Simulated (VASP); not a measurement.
# Ag31Br32 (a cell with a defect) in VASP: single point with PBEsol

Aim: the single point of Ag31Br32 (a cell with a defect) with PBEsol.

Program: VASP 6.6.1. These are calculated values, not measurements. Logs are shortened: lines on timing, memory, paths and dates and some standing lists are left out, and cuts for length are marked.

### Step 1. The cell of the first run

The cell holds a defect, 63 atoms: a = 11.350 Å, b = 11.350 Å, c = 11.350 Å, α = 90.00°, β = 90.00°, γ = 90.00°.

### Step 2. Single point, PBEsol

Contents of INCAR:

```
  PREC = Accurate
  ENCUT = 400
  EDIFF = 1E-6
  ISMEAR = -1
  SIGMA = 0.05
  LREAL = Auto
  LASPH = True
  NELM = 120
  ALGO = Normal
  ISIF = 2
  LWAVE = False
  LCHARG = False
  GGA = PS
  NBANDS = 320
  NELECT = 566.0
  ISYM = -1
  GGA_COMPAT = False
```

Contents of KPOINTS:

```
explicit points
1
Reciprocal
  0.25000000   0.25000000   0.25000000 1
```

Contents of POSCAR:

```
Ag31Br32
1.0
   11.3496680000      0.0000000000      0.0000000000
    0.0000000000     11.3496680000      0.0000000000
    0.0000000000      0.0000000000     11.3496680000
Br Ag
32 31
Direct
    0.2483090000      0.0003520000      0.0001960000
    0.2465880000      0.0003220000      0.5002180000
    0.2461090000      0.5001360000      0.0009090000
    0.2404990000      0.5004130000      0.4996220000
    0.7519310000      0.9998770000      0.0003480000
    0.7537330000      0.9996250000      0.5002050000
    0.7530720000      0.5000630000      0.9989400000
    0.7608840000      0.4993540000      0.5004320000
    0.0000290000      0.2478850000      0.0003290000
    0.0008060000      0.2459610000      0.5001030000
    0.9994560000      0.7517590000      0.0000800000
    0.9999700000      0.7532180000      0.5003480000
    0.5001910000      0.2464950000      0.0003590000
    0.5007330000      0.2405700000      0.5003570000
    0.4996230000      0.7538430000      0.9998740000
    0.4992010000      0.7602820000      0.4995640000
    0.0009540000      0.0008570000      0.2489890000
    0.9997920000      0.0001130000      0.7522550000
    0.9989850000      0.5004750000      0.2462360000
    0.0011100000      0.4998710000      0.7541600000
    0.5000030000      0.0003880000      0.2464800000
    0.5005950000      0.0001340000      0.7536980000
    0.5011130000      0.5009260000      0.2402370000
    0.4987160000      0.4998990000      0.7598320000
    0.2500530000      0.2502730000      0.2497660000
    0.2499830000      0.2495520000      0.7506080000
    0.2489190000      0.7504940000      0.2493930000
    0.2491510000      0.7511880000      0.7506310000
    0.7504490000      0.2494780000      0.2495570000
    0.7509430000      0.2496280000      0.7503700000
    0.7504530000      0.7509330000      0.2496660000
    0.7497590000      0.7499740000      0.7499670000
    0.0001660000      0.9996810000      0.0007610000
    0.0001380000      0.9994890000      0.5007220000
    0.9993820000      0.4997260000      0.0002000000
    0.0007880000      0.4993930000      0.5002270000
    0.5002150000      0.0001330000      0.0000450000
    0.5000070000      0.0003970000      0.5000690000
    0.4995250000      0.5002530000      0.0000360000
    0.2506280000      0.2508150000      0.0000990000
    0.2536670000      0.2531600000      0.5000430000
    0.2502580000      0.7496260000      0.9999470000
    0.2523110000      0.7475650000      0.5000300000
    0.7495020000      0.2507370000      0.9999820000
    0.7478580000      0.2521620000      0.4998600000
    0.7488800000      0.7493000000      0.9998360000
    0.7466710000      0.7466490000      0.4997840000
    0.2513320000      0.0003480000      0.2508750000
    0.2509620000      0.0004920000      0.7493510000
    0.2530810000      0.5002700000      0.2527790000
    0.2523810000      0.5004760000      0.7474210000
    0.7497740000      0.0002320000      0.2510640000
    0.7497450000      0.9999080000      0.7497920000
    0.7473780000      0.5002470000      0.2526320000
    0.7467550000      0.4998230000      0.7469220000
    0.0001730000      0.2514970000      0.2508600000
    0.0005790000      0.2507050000      0.7493810000
    0.9997560000      0.7502460000      0.2509140000
    0.9992670000      0.7493610000      0.7497650000
    0.5002170000      0.2535810000      0.2530320000
    0.5006010000      0.2529160000      0.7475570000
    0.4997010000      0.7478240000      0.2525950000
    0.4994860000      0.7473720000      0.7469330000
```

Potentials or basis: VASP PAW PBE potentials, release 64 (Br, Ag).

Launch:

```console
$ cat potpaw_PBE.64/Br/POTCAR potpaw_PBE.64/Ag/POTCAR > POTCAR
$ mpirun -np 1 vasp_std > vasp.out
```

OUTCAR:

```text
PREC = Accurate
   ENCUT = 400
   EDIFF = 1E-6
   ISMEAR = -1
   LREAL = Auto
   LASPH = True
   NELM = 120
   ISIF = 2
   GGA = PS
   NELECT = 566.0
   ISYM = -1

 ion  position               nearest neighbor table
   1  0.248  0.000  0.000-  33 2.82  40 2.84  48 2.85  42 2.85  49 2.85  37 2.86
   2  0.247  0.000  0.500-  34 2.80  49 2.83  48 2.83  43 2.87  41 2.87  38 2.88
   3  0.246  0.500  0.001-  35 2.80  40 2.83  42 2.83  50 2.86  39 2.88  51 2.88
   4  0.240  0.500  0.500-  36 2.72  50 2.81  43 2.81  41 2.81  51 2.82
   5  0.752  1.000  0.000-  33 2.82  53 2.84  46 2.84  52 2.85  44 2.85  37 2.86
   6  0.754  1.000  0.500-  34 2.80  52 2.83  53 2.83  45 2.87  47 2.87  38 2.88
   7  0.753  0.500  0.999-  35 2.80  46 2.83  44 2.83  55 2.86  39 2.88  54 2.88
   8  0.761  0.499  0.500-  36 2.72  55 2.80  45 2.81  47 2.81  54 2.82
   9  0.000  0.248  0.000-  33 2.82  44 2.84  56 2.84  40 2.84  57 2.85  35 2.86
  10  0.001  0.246  0.500-  34 2.80  56 2.83  57 2.83  41 2.87  45 2.87  36 2.88
  11  0.999  0.752  0.000-  33 2.81  59 2.84  46 2.84  42 2.85  58 2.85  35 2.86
  12  1.000  0.753  0.500-  34 2.80  59 2.83  58 2.83  43 2.86  47 2.88  36 2.88
  13  0.500  0.246  0.000-  37 2.80  44 2.83  40 2.83  60 2.87  61 2.87  39 2.88
  14  0.501  0.241  0.500-  38 2.73  41 2.81  45 2.81  61 2.81  60 2.81
  15  0.500  0.754  1.000-  37 2.80  46 2.83  42 2.83  62 2.87  63 2.87  39 2.88
  16  0.499  0.760  0.500-  38 2.73  43 2.81  62 2.81  63 2.81  47 2.81
  17  0.001  0.001  0.249-  33 2.82  48 2.84  58 2.84  56 2.84  52 2.85  34 2.86
[... 44 lines left out ...]
  62  0.500  0.748  0.253-  23 2.81  16 2.81  31 2.85  27 2.85  21 2.87  15 2.87
  63  0.499  0.747  0.747-  16 2.81  24 2.81  32 2.84  28 2.84  22 2.87  15 2.87

IMPORTANT INFORMATION: All symmetrisations will be switched off!
NOSYMM: (Re-)initialisation of all symmetry stuff for point group C_1.

----------------------------------------------------------------------------------------

                                     Primitive cell

  volume of cell :    1462.0071

  direct lattice vectors                    reciprocal lattice vectors
    11.349668000  0.000000000  0.000000000     0.088108304  0.000000000  0.000000000
     0.000000000 11.349668000  0.000000000     0.000000000  0.088108304  0.000000000
     0.000000000  0.000000000 11.349668000     0.000000000  0.000000000  0.088108304

  length of vectors
    11.349668000 11.349668000 11.349668000     0.088108304  0.088108304  0.088108304

  position of ions in fractional coordinates (direct lattice)
     0.248309000  0.000352000  0.000196000
     0.246588000  0.000322000  0.500218000
     0.246109000  0.500136000  0.000909000
     0.240499000  0.500413000  0.499622000
     0.751931000  0.999877000  0.000348000
     0.753733000  0.999625000  0.500205000
[... 55 lines left out ...]
     0.499701000  0.747824000  0.252595000
[... 107 lines left out ...]
   PSTRESS=    0.0 pullay stress
   NELECT =     566.0000    total number of electrons
   NUPDOWN=      -1.0000    fix difference up-down
   EMIN   =  10.00;   EMAX   =-10.00  energy-range for DOS
   EFERMI =   0.00;   METHOD = LEGACY
   ISMEAR =    -1;   SIGMA  =   0.05  broadening in eV -4-tet -1-fermi 0-gaus
   EFERMI_NEDOS =   21; number of points for ismear=-14 and -15
   IALGO  =     38    algorithm
   IMIX   =      4    mixing-type and parameters
     AMIX     =   0.40;   BMIX     =  1.00
     AMIX_MAG =   1.60;   BMIX_MAG =  1.00
  volume/ion in A,a.u.               =      23.21       156.60
  Fermi-wavevector in a.u.,A,eV,Ry     =   1.193156  2.254737 19.369536  1.423621
  Thomas-Fermi vector in A             =   2.329177
   LORBIT       =      0    0 simple, 1 ext, 2 COOP (PROOUT), +10 PAW based schemes
   GGA     = PS    functional components
   LHFCALC =     F    Hartree Fock is set to
   AEXX    =    0.0000 exact exchange contribution
   IVDW    =     0    specifies the selected vdW correction
   LEPSILON=     F    determine dielectric tensor
   LRPA    =     F    only Hartree local field effects (RPA)
 non-spin polarized calculation
  energy-cutoff  :      400.00
  volume of cell :     1462.01
 maximum number of plane-waves:     26559
 NGX is ok and might be reduce to    80
   NGX = 37   NGY = 37   NGZ = 37

 number of electron     565.9999816 magnetization

 Free energy of the ion-electron system (eV)
  ---------------------------------------------------
  ext. energy  EPLUGINS =         0.00000000
  ---------------------------------------------------
  free energy    TOTEN  =      -175.30214269 eV

  energy without entropy =     -175.30214217  energy(sigma->0) =     -175.30214243

 E-fermi :   4.4258     XC(G=0): -10.1657

 val. band max:        3.5737782803   @ k =   0.2500   0.2500   0.2500
 cond. band min:       5.2121505516   @ k =   0.2500   0.2500   0.2500
 fundamental gap:      1.6383722712
 Fermi energy:         4.4257769402

 k-point     1 :       0.2500    0.2500    0.2500
  band No.  band energies     occupation
      1     -11.4980      2.00000
      2     -11.3499      2.00000
      3     -11.3498      2.00000
      4     -11.3348      2.00000
      5     -11.2302      2.00000
      6     -11.2300      2.00000
[... 287 lines left out ...]
    294       7.1169      0.00000
    295       7.1307      0.00000
 [bands above 295 left out]

------------------------ aborting loop because EDIFF is reached ----------------------------------------

  FORCE on cell =-STRESS in cart. coord.  units (eV):
  Direction    XX          YY          ZZ          XY          YZ          ZX
  --------------------------------------------------------------------------------------
  -------------------------------------------------------------------------------------
  Total        8.3865385      8.3724170      8.3555929     -0.9302266     -0.9200073     -0.9231326
  in kB        9.1905997      9.1751244      9.1566873     -1.0194123     -1.0082132     -1.0116381
  external PRESSURE =       9.1741371 kB  Pullay stress =       0.0000000 kB

 VOLUME and BASIS-vectors are now :
 -----------------------------------------------------------------------------
  energy-cutoff  :      400.00
  volume of cell :     1462.01
      direct lattice vectors                 reciprocal lattice vectors
    11.349668000  0.000000000  0.000000000     0.088108304  0.000000000  0.000000000
     0.000000000 11.349668000  0.000000000     0.000000000  0.088108304  0.000000000
     0.000000000  0.000000000 11.349668000     0.000000000  0.000000000  0.088108304

 POSITION                                       TOTAL-FORCE (eV/Angst)
 -----------------------------------------------------------------------------------
      2.81822      0.00400      0.00222         0.003305      0.001395     -0.001786
      2.79869      0.00365      5.67731         0.005703      0.001200      0.001570
      2.79326      5.67638      0.01032         0.009929      0.001316      0.002370
      2.72958      5.67952      5.67054        -0.000043      0.004113      0.002029
      8.53417     11.34827      0.00395        -0.000421     -0.002139      0.004297
      8.55462     11.34541      5.67716        -0.008166     -0.001472     -0.000645
[... 55 lines left out ...]
      5.67144      8.48755      2.86687        -0.002325      0.002216     -0.001103
      5.66900      8.48242      8.47744        -0.000496     -0.002658     -0.000666
 -----------------------------------------------------------------------------------
    total drift:                                0.007951      0.006987      0.007401

  FREE ENERGIE OF THE ION-ELECTRON SYSTEM (eV)
  ---------------------------------------------------
  free  energy   TOTEN  =      -175.3021426940 eV

  energy  without entropy=     -175.3021421738  energy(sigma->0) =     -175.30214243
```

Wall time 12 min (1 thread of AMD EPYC 7R13 (Zen 3), shared host); peak memory 0.99 GiB.

Results:

```yaml
Free_energy: -175.3021 eV
Largest_force: 0.017 eV/Å
```

Forces on the atoms (eV/Å):
```
Br   0.003  0.001 -0.002
Br   0.006  0.001  0.002
Br   0.010  0.001  0.002
Br   0.000  0.004  0.002
Br   0.000 -0.002  0.004
Br  -0.008 -0.001 -0.001
Br  -0.003  0.002 -0.001
Br  -0.011 -0.003 -0.004
Br  -0.001  0.006  0.001
Br  -0.004  0.011  0.001
Br  -0.003 -0.002 -0.001
Br  -0.004 -0.001  0.001
Br   0.002  0.009 -0.002
Br   0.005 -0.004  0.006
Br   0.002 -0.009 -0.001
Br   0.002 -0.007 -0.003
Br  -0.003 -0.001 -0.003
Br  -0.002 -0.003 -0.003
Br   0.000  0.002  0.013
Br  -0.007  0.001 -0.015
Br   0.004  0.000  0.006
Br  -0.001  0.003 -0.007
Br   0.007  0.003  0.000
Br   0.000 -0.002 -0.001
Br  -0.004 -0.007  0.000
Br  -0.005 -0.008  0.008
Br  -0.003  0.009 -0.011
Br  -0.008  0.006  0.012
Br   0.009 -0.006 -0.008
Br   0.006 -0.005  0.009
Br   0.010  0.006 -0.007
Br   0.010  0.004  0.006
Ag   0.000  0.003 -0.002
Ag   0.000  0.001 -0.001
Ag   0.005  0.001  0.000
Ag  -0.004  0.003 -0.001
Ag  -0.001  0.002  0.001
Ag   0.003  0.002  0.001
Ag   0.000 -0.002 -0.001
Ag   0.003  0.002  0.000
Ag  -0.003 -0.001  0.002
Ag   0.001 -0.003  0.001
Ag   0.000  0.000  0.000
Ag  -0.003 -0.001 -0.001
Ag   0.004  0.001  0.001
Ag  -0.001  0.000  0.001
Ag   0.000 -0.001  0.001
Ag  -0.003  0.001  0.000
Ag   0.000 -0.002  0.002
Ag  -0.002  0.002  0.001
Ag   0.002  0.000 -0.002
Ag  -0.001  0.000 -0.001
Ag  -0.004 -0.002 -0.004
Ag   0.000  0.000  0.002
Ag   0.001  0.000  0.001
Ag   0.002 -0.002  0.001
Ag  -0.003  0.001  0.000
Ag  -0.001 -0.006  0.002
Ag   0.003 -0.001 -0.005
Ag  -0.002 -0.002  0.001
Ag  -0.001 -0.001  0.000
Ag  -0.002  0.002 -0.001
Ag   0.000 -0.003 -0.001
```

Caveat: the cell carries a net charge on a neutralising background, which shifts energy and pressure; the cell is charged against a uniform background, so pressure and absolute levels hang on convention; the PAW data sets were made with another functional, which shifts forces and pressure a little.
